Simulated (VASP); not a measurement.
Runs of VASP 6.6.1 on MgSe (f.bd3). The structure is that of space group Fm-3m (No. 225), or close to it. The cells are those of the table. 

| task | cell | k mesh | smearing | gap on the mesh (eV) | pressure (GPa) |
| --- | --- | --- | --- | --- | --- |
| single point | a = 3.835 Å, angles 60.0°, 2 atoms | 8 × 8 × 8 | gaussian 0.02 eV | 1.83 | -0.1 |
| single point | a = 3.854 Å, angles 60.0°, 2 atoms | 6 × 6 × 6 | gaussian 0.1 eV | 1.80 | (a) |
| single point | a = 3.835 Å, angles 60.0°, 2 atoms | 10 × 10 × 10 | gaussian 0.02 eV | 1.83 | -0.1 |
| relaxation of cell and atoms | relaxed from a = 3.854 Å, angles 60.0°, 2 atoms | 8 × 8 × 8 | gaussian 0.02 eV | 1.83 | 0.0 |

Alike in all rows: level PBE+D3(BJ); potentials or basis VASP PAW PBE potentials, release 64 (Mg, Se); no spin polarisation; cutoff (eV) 600.

Q: Estimate the missing entries.

A: (a) -1.0.

A k mesh can miss the band edges, and the runs leave out spin-orbit coupling on Se.
